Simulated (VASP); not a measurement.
BP2:

```xyz
3
Lattice="4.0326 0.0000 0.0000 0.0000 4.0326 0.0000 0.0000 0.0000 2.4323" Properties=species:S:1:pos:R:3 pbc="T T T"
B     2.0163    2.0163    0.0000
P     0.0000    2.0163    0.0000
P     2.0163    0.0000    0.0000
```

```yaml
Program: VASP 6.6.1
Task: relaxation of cell and atoms
Functional: PBE
Potentials_or_basis: VASP PAW PBE potentials, release 64 (B, P)
Cutoff: 600 eV
k_mesh: 4 × 4 × 8
Occupations: gaussian, width 0.1 eV
Spin: no spin polarisation
```

At the start: pressure -0.9 GPa; volume 13.18 Å³/atom.

How do energy, volume and symmetry change on relaxing?

Over 12 steps the energy falls by 18.6 meV/atom and the volume is 12.93 Å³/atom (-1.9 %); space group P4/mmm (No. 123, to 0.05 Å).

Step by step:
| step | energy change (eV) | largest force (eV/Å) | pressure (GPa) | volume (Å³) |
| --- | --- | --- | --- | --- |
| 1 | 0.0000 | 0.0000 | -0.93 | 39.55 |
| 2 | -0.0550 | 0.0000 | -0.73 | 39.08 |
| 3 | -0.0550 | 0.0000 | -0.74 | 39.08 |
| 4 | -0.0550 | 0.0000 | -0.74 | 39.09 |
| 5 | -0.0456 | 0.0000 | -1.02 | 39.33 |
| 6 | -0.0550 | 0.0000 | -0.74 | 39.10 |
| 7 | -0.0543 | 0.0000 | -0.84 | 39.22 |
| 8 | -0.0550 | 0.0000 | -0.75 | 39.11 |
| 9 | -0.0551 | 0.0000 | -0.78 | 39.17 |
| 10 | -0.0551 | 0.0000 | -0.76 | 39.14 |
| 11 | -0.0551 | 0.0000 | -0.77 | 39.15 |
| 12 | -0.0558 | 0.0000 | 0.16 | 38.80 |

Final structure:
```xyz
3
Lattice="4.0729 0.0000 0.0000 0.0000 4.0729 0.0000 0.0000 0.0000 2.3393" Properties=species:S:1:pos:R:3 pbc="T T T"
B     2.0364    2.0364    2.3393
P     0.0000    2.0364    0.0000
P     2.0364    4.0729    0.0000
```

Caveat: the k points lie up to 0.39 Å⁻¹ apart in the final cell.
